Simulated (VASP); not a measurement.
A run of VASP 6.6.1 is set up as follows.

File POSCAR:

```
HfO2
1.0
    4.8382036345      0.0000000000      0.0000000000
    0.0000000000      4.8382036345      0.0000000000
    0.0000000000      0.0000000000      3.2203479159
Hf O
2 4
Direct
    0.0000000000      0.0000000000      0.0388156818
    0.5000000000      0.5000000000      0.4611843182
    0.1949191830      0.8050808170      0.5136333081
    0.3050808170      0.3050808170     -0.0136333081
    0.6949191830      0.6949191830     -0.0136333081
    0.8050808170      0.1949191830      0.5136333081
```

File INCAR.step1:

```
SYSTEM = HfO2
ALGO = Normal ; EDIFF = 1E-4
ENCUT = 520 ; GGA = PE
ISMEAR = 0 ; LASPH = .True.
LCHARG = .False. ; LREAL = .False.
LWAVE = .True. ; NBANDS = 31
NELM = 100 ; PREC = Accurate
SIGMA = 0.05
```

Contents of INCAR.step2:

```
SYSTEM = HfO2
ALGO = Normal ; EDIFF = 1E-6
ENCUT = 520 ; ISIF = 2
ISMEAR = 0 ; ISTART = 1
LASPH = .True. ; LCHARG = .False.
LMIXTAU = .True. ; LREAL = .False.
LWAVE = .False. ; METAGGA = R2SCAN
NBANDS = 31 ; NELM = 100
PREC = Accurate ; SIGMA = 0.05
```

The input KPOINTS:

```
k-points
0
Gamma
  6 6 8
  0 0 0
```

Potentials or basis: VASP PAW PBE potentials, release 64 (Hf_pv, O).

Run with:

```sh
$ cat potpaw_PBE.64/Hf_pv/POTCAR potpaw_PBE.64/O/POTCAR > POTCAR
$ cp INCAR.step1 INCAR
$ mpirun -np 1 vasp_std > vasp.out
$ cp INCAR.step2 INCAR
$ mpirun -np 1 vasp_std > vasp.out
```

Q: What does it give for the pressure?

A: -2.7 GPa.

Q: What does it give for the largest force?

A: 0.809 eV/Å.

Q: Predict the band gap on the k mesh.

A: 4.56 eV.

Stress tensor (GPa, compression positive):
```
-2.62  0.00  0.00
 0.00 -2.62  0.00
 0.00  0.00 -2.74
```

Caveat: the cell differs from its parent crystal (atoms displaced along a vibrational mode); the PAW data sets were made with another functional, which shifts forces and pressure a little; spin-orbit coupling is left out, which moves the levels of the heavy elements. A k mesh can miss the band edges.
